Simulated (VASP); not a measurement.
A run of VASP 6.6.1 is set up as follows.

INCAR

```
SYSTEM = AlN
ALGO = Normal
EDIFF = 1E-6
ENCUT = 520
GGA = PE
ISIF = 2
ISMEAR = 0
LASPH = .True.
LCHARG = .False.
LREAL = .False.
LWAVE = .False.
NBANDS = 16
NELM = 60
PREC = Accurate
SIGMA = 0.01
```

Contents of KPOINTS:

```
k-points
0
Gamma
  8 8 5
  0 0 0
```

POSCAR

```
AlN
1.0
    3.1302760613      0.0000000000      0.0000000000
   -1.5651380307      2.7108985900      0.0000000000
    0.0000000000      0.0000000000      5.0428245990
Al N
2 2
Direct
    0.3333333333      0.6666666667      0.0006758439
    0.6666666667      0.3333333333      0.5006758439
    0.3333333333      0.6666666667      0.3813241561
    0.6666666667      0.3333333333      0.8813241561
```

Potentials or basis: VASP PAW PBE potentials, release 64 (Al, N).

The run is started by

```console
$ cat potpaw_PBE.64/Al/POTCAR potpaw_PBE.64/N/POTCAR > POTCAR
$ mpirun -np 1 vasp_std > vasp.out
```

(1) Estimate the pressure.

(2) Estimate the band gap on the k mesh.

Answers

(1) -1.2 GPa.

(2) 4.02 eV, direct.
